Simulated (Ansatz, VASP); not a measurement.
## PbF2 in VASP and in Ansatz

```
Pb F
1.0
     0.00000    5.99973   -5.99973
     5.99973    5.99973    0.00000
     5.99973    0.00000   -5.99973
Pb F
8 16
Cartesian
  2.9856 6.0004 -3.0040
  -0.0123 2.9955 -3.0032
  2.9862 9.0010 -6.0034
  -0.0088 5.9967 -6.0067
  5.9789 5.9979 -6.0056
  2.9849 2.9995 -6.0087
  5.9916 9.0070 -9.0059
  2.9937 6.0068 -9.0141
  1.4822 1.5034 -1.5095
  4.4862 4.4966 -1.5095
  1.4869 4.5025 -4.5076
  4.4881 7.5024 -4.5066
  4.4811 1.4950 -4.5026
  7.4858 4.4963 -4.5036
  4.4918 4.5050 -7.5057
  7.4902 7.5013 -7.5071
  4.4926 4.5024 -4.5084
  7.4888 7.5030 -4.5019
  4.4858 7.4962 -7.5049
  7.4817 10.4931 -7.5025
  7.4860 4.5023 -7.5068
  10.4885 7.5023 -7.5079
  7.4874 7.4977 -10.5063
  10.4846 10.5027 -10.5098
```

Alike in both runs: functional PBE; k mesh 2 × 2 × 2; occupations gaussian, width 0.02 eV; no spin polarisation.

Ansatz relaxed the structure, and its values are those at the end. VASP's run is a single point on that final structure, the one shown.

|  | VASP | Ansatz |
| --- | --- | --- |
| version | VASP 6.6.1 | Ansatz 0.2.0 |
| potentials or method | VASP PAW PBE potentials, release 64 (Pb_d, F), cutoff 520 eV | scalar-relativistic, plane waves, PAW |
| valence electrons in the cell | 224 | 224 |

VASP gave:

- gap on the k mesh at the Fermi level (eV): 4.42
- least direct gap on the mesh (eV): 4.42
- rms of the force components (eV/Å): 0.007

Which values does Ansatz return?

gap on the k mesh at the Fermi level (eV): 4.42; least direct gap on the mesh (eV): 4.43; rms of the force components (eV/Å): 0.006.

With one functional, cell and mesh, what is left measures potentials, basis and numerics.

The k mesh is coarse, so the values compare programs but aren't converged. Spin-orbit coupling is off throughout.
